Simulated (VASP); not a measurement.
# BaTe (R-3m) in VASP: further runs, part 2 of 2

VASP 6.6.1.

## 3. Single point, r2SCAN (epitaxial 111 strain +4.0%)

POSCAR

```
BaTe
1.0
   -0.1893809527      3.4843013552      3.4843013552
    3.4843013552     -0.1893809527      3.4843013552
    3.4843013552      3.4843013552     -0.1893809527
Ba Te
1 1
Direct
    0.0000000000      0.0000000000      0.0000000000
    0.5000000000      0.5000000000      0.5000000000
```

INCAR.step1

```
PREC     = Accurate       # precision mode
ENCUT    = 520            # plane-wave cutoff, eV
ISMEAR   = 0              # smearing method
SIGMA    = 0.01           # smearing width, eV
LREAL    = F              # projectors in reciprocal space
LASPH    = T              # aspherical terms in the spheres
NELM     = 80             # most SCF steps
NBANDS   = 15             # bands
GGA      = PE             # functional
ALGO     = Normal         # electronic algorithm
EDIFF    = 1E-4           # SCF threshold, eV
LWAVE    = T              # write WAVECAR
LCHARG   = F              # write CHGCAR
```

INCAR.step2

```
PREC     = Accurate       # precision mode
ENCUT    = 520            # plane-wave cutoff, eV
EDIFF    = 1E-7           # SCF threshold, eV
ISMEAR   = 0              # smearing method
SIGMA    = 0.01           # smearing width, eV
LREAL    = F              # projectors in reciprocal space
LASPH    = T              # aspherical terms in the spheres
NELM     = 80             # most SCF steps
ALGO     = Normal         # electronic algorithm
ISIF     = 2              # what is computed and relaxed
LWAVE    = F              # write WAVECAR
LCHARG   = F              # write CHGCAR
METAGGA  = R2SCAN         # meta-GGA
LMIXTAU  = T            
NBANDS   = 15             # bands
ISTART   = 1
```

KPOINTS

```
Automatic mesh
0
Gamma
  6 6 6
```

Potentials or basis: VASP PAW PBE potentials, release 64 (Ba_sv, Te).

The run is started by

```
$ cat potpaw_PBE.64/Ba_sv/POTCAR potpaw_PBE.64/Te/POTCAR > POTCAR
$ cp INCAR.step1 INCAR
$ mpirun -np 1 vasp_std > vasp.out
$ cp INCAR.step2 INCAR
$ mpirun -np 1 vasp_std > vasp.out
```

OUTCAR:

```text
PREC = Accurate
   ENCUT = 520
   EDIFF = 1E-7
   ISMEAR = 0
   LREAL = F
   LASPH = T
   NELM = 80
   ISIF = 2
   METAGGA = R2SCAN
   ISTART = 1

 ion  position               nearest neighbor table
   1  0.000  0.000  0.000-   2 3.58   2 3.58   2 3.58   2 3.58   2 3.58   2 3.58
   2  0.500  0.500  0.500-   1 3.58   1 3.58   1 3.58   1 3.58   1 3.58   1 3.58

  LATTYP: Found a trigonal (rhomboedric) cell.
 ALAT       =     4.9311841390
 COS(alpha) =     0.4449900703

  Lattice vectors:

 A1 = (  -0.1893809527,   3.4843013552,   3.4843013552)
 A2 = (   3.4843013552,  -0.1893809527,   3.4843013552)
 A3 = (   3.4843013552,   3.4843013552,  -0.1893809527)

Analysis of symmetry for initial positions (statically):
=====================================================================
 Subroutine PRICEL returns:
 Original cell was already a primitive cell.

 Routine SETGRP: Setting up the symmetry group for a
 trigonal (rhombohedral) supercell.

 Subroutine GETGRP returns: Found 12 space group operations
 (whereof 12 operations were pure point group operations)
 out of a pool of 12 trial point group operations.

The static configuration has the point symmetry D_3d.

Analysis of symmetry for dynamics (positions and initial velocities):
=====================================================================
 Subroutine PRICEL returns:
 Original cell was already a primitive cell.

 Routine SETGRP: Setting up the symmetry group for a
 trigonal (rhombohedral) supercell.

 Subroutine GETGRP returns: Found 12 space group operations
 (whereof 12 operations were pure point group operations)
 out of a pool of 12 trial point group operations.

The dynamic configuration has the point symmetry D_3d.

 Subroutine INISYM returns: Found 12 space group operations
 (whereof 12 operations are pure point group operations),
 and found     1 'primitive' translations

----------------------------------------------------------------------------------------

                                     Primitive cell

  volume of cell :      91.4920

  direct lattice vectors                    reciprocal lattice vectors
    -0.189380953  3.484301355  3.484301355    -0.132301111  0.139905334  0.139905334
     3.484301355 -0.189380953  3.484301355     0.139905334 -0.132301111  0.139905334
     3.484301355  3.484301355 -0.189380953     0.139905334  0.139905334 -0.132301111

  length of vectors
     4.931184139  4.931184139  4.931184139     0.238013842  0.238013842  0.238013842

  position of ions in fractional coordinates (direct lattice)
     0.000000000  0.000000000  0.000000000
     0.500000000  0.500000000  0.500000000

  ion indices of the primitive-cell ions
   primitive index   ion index
                 1           1
                 2           2

----------------------------------------------------------------------------------------

 KPOINTS: Automatic mesh

Automatic generation of k-mesh.
 Grid dimensions read from file:
 generate k-points for:    6    6    6

 Generating k-lattice:
[... 24 lines left out ...]
  0.333333  0.166667  0.000000     12.000000
[... 16 lines left out ...]
  0.500000  0.500000  0.166667      6.000000
 -0.333333  0.500000  0.166667     12.000000
 [... further k-points ...]
   k-points           NKPTS =     32   k-points in BZ     NKDIM =     32   number of bands    NBANDS=     15
   number of dos      NEDOS =    301   number of ions     NIONS =      2
   total plane-waves  NPLWV =  64000
   dimension x,y,z NGX =    40 NGY =   40 NGZ =   40
   dimension x,y,z NGXF=    80 NGYF=   80 NGZF=   80
   ions per type =               1   1
   NGX,Y,Z   is equivalent  to a cutoff of  13.49, 13.49, 13.49 a.u.
   NGXF,Y,Z  is equivalent  to a cutoff of  26.97, 26.97, 26.97 a.u.
 SYSTEM =  unknown system
   PREC   = accura    normal or accurate (medium, high low for compatibility)
   ISTART =      1    job   : 0-new  1-cont  2-samecut
   ICHARG =      0    charge: 1-file 2-atom 10-const
   ISPIN  =      1    spin polarized calculation?
   LNONCOLLINEAR =      F non collinear calculations
   LSORBIT =      F    spin-orbit coupling
   LASPH  =      T    aspherical Exc in radial PAW
   ENCUT  =  520.0 eV  38.22 Ry    6.18 a.u.   9.17  9.17  9.17*2*pi/ulx,y,z
   NELM   =     80;   NELMIN=  2; NELMDL=  0     # of ELM steps
   EDIFF  = 0.1E-06   stopping-criterion for ELM
   LREAL  =      F    real-space projection
   EDIFFG = 0.1E-05   stopping-criterion for IOM
   NSW    =      0    number of steps for IOM
   IBRION =     -1    ionic relax: 0-MD 1-quasi-New 2-CG
   NFREE  =      0    steps in history (QN), initial steepest desc. (CG)
   ISIF   =      2    stress and relaxation
   ISYM   =      2    0-nonsym 1-usesym 2-fastsym
   POTIM  = 0.5000    time-step for ionic-motion
   TEBEG  =    0.0;   TEEND  =   0.0 temperature during run
   PSTRESS=    0.0 pullay stress
   NELECT =      16.0000    total number of electrons
   NUPDOWN=      -1.0000    fix difference up-down
   EMIN   =  10.00;   EMAX   =-10.00  energy-range for DOS
   EFERMI =   0.00;   METHOD = LEGACY
   ISMEAR =     0;   SIGMA  =   0.01  broadening in eV -4-tet -1-fermi 0-gaus
   EFERMI_NEDOS =   21; number of points for ismear=-14 and -15
   IALGO  =     38    algorithm
   IMIX   =      4    mixing-type and parameters
     AMIX     =   0.40;   BMIX     =  1.00
     AMIX_MAG =   1.60;   BMIX_MAG =  1.00
  volume/ion in A,a.u.               =      45.75       308.71
  Fermi-wavevector in a.u.,A,eV,Ry     =   0.915490  1.730026 11.403352  0.838123
  Thomas-Fermi vector in A             =   2.040238
   LORBIT       =      0    0 simple, 1 ext, 2 COOP (PROOUT), +10 PAW based schemes
   METAGGA = R2SCAN    functional components
   LHFCALC =     F    Hartree Fock is set to
   AEXX    =    0.0000 exact exchange contribution
   IVDW    =     0    specifies the selected vdW correction
   LEPSILON=     F    determine dielectric tensor
   LRPA    =     F    only Hartree local field effects (RPA)
 non-spin polarized calculation
 Gauss-broadening in eV      SIGMA  =   0.01
  energy-cutoff  :      520.00
  volume of cell :       91.49
 maximum number of plane-waves:      2493
 NGX is ok and might be reduce to    40
   NGX = 19   NGY = 19   NGZ = 19

 number of electron      16.0000000 magnetization

 Free energy of the ion-electron system (eV)
  ---------------------------------------------------
  ext. energy  EPLUGINS =         0.00000000
  ---------------------------------------------------
  free energy    TOTEN  =       -55.99524560 eV

  energy without entropy =      -55.99524560  energy(sigma->0) =      -55.99524560

 E-fermi :   1.9186     XC(G=0):  -8.3624

 val. band max:        1.8554717474   @ k =   0.0000   0.0000   0.0000
 cond. band min:       3.6719584151   @ k =   0.5000   0.5000   0.0000
 fundamental gap:      1.8164866677
 Fermi energy:         1.9185847761

 k-point     1 :       0.0000    0.0000    0.0000
  band No.  band energies     occupation
      1     -26.3389      2.00000
      2     -11.0569      2.00000
      3     -11.0434      2.00000
      4     -11.0434      2.00000
      5      -7.9901      2.00000
      6       1.6130      2.00000
      7       1.6130      2.00000
      8       1.8555      2.00000
      9       4.8440      0.00000
     10       4.8512      0.00000
     11       4.8512      0.00000
     12       5.5697      0.00000
     13       5.7074      0.00000
     14       5.7074      0.00000
[... 401 lines left out ...]
      2     -11.2011      2.00000
      3     -11.1417      2.00000
      4     -11.1247      2.00000
      5      -7.6696      2.00000
      6       0.6312      2.00000
      7       0.6874      2.00000
      8       0.9933      2.00000
      9       4.6423      0.00000
     10       6.5536      0.00000
     11       6.7172      0.00000
     12       7.2381      0.00000
     13       7.7785      0.00000
     14       8.4877      0.00000
     15      10.0079      0.00000

 [... further k-points ...]

------------------------ aborting loop because EDIFF is reached ----------------------------------------

  FORCE on cell =-STRESS in cart. coord.  units (eV):
  Direction    XX          YY          ZZ          XY          YZ          ZX
  --------------------------------------------------------------------------------------
  -------------------------------------------------------------------------------------
  Total       -0.4981785     -0.4981785     -0.4981785      0.3266937      0.3266937      0.3266937
  in kB       -8.7239374     -8.7239374     -8.7239374      5.7209522      5.7209522      5.7209522
  external PRESSURE =      -8.7239374 kB  Pullay stress =       0.0000000 kB

 VOLUME and BASIS-vectors are now :
 -----------------------------------------------------------------------------
  energy-cutoff  :      520.00
  volume of cell :       91.49
      direct lattice vectors                 reciprocal lattice vectors
    -0.189380953  3.484301355  3.484301355    -0.132301111  0.139905334  0.139905334
     3.484301355 -0.189380953  3.484301355     0.139905334 -0.132301111  0.139905334
     3.484301355  3.484301355 -0.189380953     0.139905334  0.139905334 -0.132301111

 POSITION                                       TOTAL-FORCE (eV/Angst)
 -----------------------------------------------------------------------------------
      0.00000      0.00000      0.00000        -0.000000      0.000000     -0.000000
      3.38961      3.38961      3.38961         0.000000     -0.000000      0.000000
 -----------------------------------------------------------------------------------
    total drift:                                0.000000     -0.000000     -0.000000

  FREE ENERGIE OF THE ION-ELECTRON SYSTEM (eV)
  ---------------------------------------------------
  free  energy   TOTEN  =       -55.9952456018 eV

  energy  without entropy=      -55.9952456018  energy(sigma->0) =      -55.99524560
```

It took 2.2 min on 1 thread of AMD EPYC 9R45 (Zen 5), shared host; peak memory 0.24 GiB.

Results:

| Item | Value |
| --- | --- |
| Free energy | -55.9952 eV |
| Pressure | -0.9 GPa |
| Band gap on the k mesh | 1.82 eV (least direct gap 2.25 eV) |

Stress tensor (GPa, compression positive):
```
-0.87  0.57  0.57
 0.57 -0.87  0.57
 0.57  0.57 -0.87
```

Caveat: the cell differs from its parent crystal (epitaxial 111 strain +4.0%); the PAW data sets were made with another functional, which shifts forces and pressure a little; spin-orbit coupling is left out, which moves the levels of the heavy elements.
